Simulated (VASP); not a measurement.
Write the native input for VASP 6.6.1 that does the following.

```yaml
Task: single point
Functional: PBE
Potentials_or_basis: VASP PAW PBE potentials, release 64 (Cd, Ag, C, N)
Cutoff: 520 eV
k_mesh: 4 × 4 × 4
Occupations: gaussian, width 0.1 eV
Spin: collinear spin
Starting_moments: "[0.0, 1.0, 0.0, 0.0, 0.0, 0.0, 0.0, 0.0, 0.0, 0.0] μB"
Dipole_correction: no
Further_INCAR_settings: ALGO = Normal; EDIFF = 1e-06; NBANDS = 44
```

The structure of CdAgC4N4 lies in POSCAR:

```
CdAgC4N4
1.0
    6.1095205500      0.0000000000      0.0000000000
    0.0000000000      6.1095205500      0.0000000000
    0.0000000000      0.0000000000      6.1095205500
Cd Ag C N
1 1 4 4
Direct
    0.0000000000      0.0000000000      0.0000000000
    0.5000000000      0.5000000000      0.5000000000
    0.1890946900      0.1890946900      0.1890946900
    0.1890946900      0.8109053100      0.8109053100
    0.8109053100      0.1890946900      0.8109053100
    0.8109053100      0.8109053100      0.1890946900
    0.2996598000      0.2996598000      0.2996598000
    0.2996598000      0.7003402000      0.7003402000
    0.7003402000      0.2996598000      0.7003402000
    0.7003402000      0.7003402000      0.2996598000
```

These files were run (other wordings do the same):

INCAR

```
PREC = Accurate ; ENCUT = 520
EDIFF = 1E-6 ; ISMEAR = 0
SIGMA = 0.1 ; LREAL = F
LASPH = T ; NELM = 150
ALGO = Normal ; ISIF = 2
LWAVE = F ; LCHARG = F
ISPIN = 2 ; MAGMOM = 0 1 0 0 0 0 0 0 0 0
LORBIT = 11 ; LMAXMIX = 4
GGA = PE ; NBANDS = 44
```

KPOINTS

```
Automatic mesh
0
Gamma
  4 4 4
```

Potentials or basis: VASP PAW PBE potentials, release 64 (Cd, Ag, C, N).

Run with:

```console
$ cat potpaw_PBE.64/Cd/POTCAR potpaw_PBE.64/Ag/POTCAR potpaw_PBE.64/C/POTCAR potpaw_PBE.64/N/POTCAR > POTCAR
$ mpirun -np 1 vasp_std > vasp.out
```

Results of the run:

```
Pressure                                              : 6.0 GPa
Largest force                                         : 2.759 eV/Å
Band gap on the k mesh                                : zero (filled and empty bands overlap)
Net moment                                            : 0.97 μB per cell
Site moments                                          : Cd +0.05; Ag +0.40; C +0.04; N +0.06 μB
Valence electrons inside the program's atomic spheres : Cd 10.75; Ag 9.77; C 2.60; N 3.86
```

Caveat: the cell stands under pressure; a moment this small can come from the mesh or the smearing; forces of over 1 eV/Å act on the atoms, so gaps and moduli don't describe the material at rest.

It took 2.2 min on 1 thread of Intel(R) Xeon(R) 6975P-C (Granite Rapids), with other jobs on the host, peak memory 0.49 GiB.
